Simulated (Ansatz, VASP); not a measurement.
## AlRu: VASP beside Ansatz

```xyz
2
Lattice="2.9825 0.0000 0.0000 0.0000 2.9825 0.0000 0.0000 0.0000 2.9825" Properties=species:S:1:pos:R:3 pbc="T T T"
Al    0.0000    0.0000    0.0000
Ru    1.4912    1.4912    1.4912
```

Alike in both runs: task single point; functional PBE; k mesh 6 × 6 × 6; occupations gaussian, width 0.1 eV; no spin polarisation.

|  | VASP | Ansatz |
| --- | --- | --- |
| version | VASP 6.6.1 | Ansatz 0.2.0 |
| potentials or method | VASP PAW PBE potentials, release 64 (Al, Ru_pv), cutoff 500 eV | scalar-relativistic, plane waves, PAW |
| valence electrons in the cell | 17 | 19 |

```csv
,VASP,Ansatz,Ansatz less VASP
gap on the k mesh at the Fermi level (eV),none,none,-
pressure (GPa),4.5,4.5,+0.01
```

A gap of «none» marks a metal or a gap that the smearing closes. VASP's potentials hold 17 valence electrons a cell and Ansatz's 19, so a difference there can come from the potentials and not from the codes.
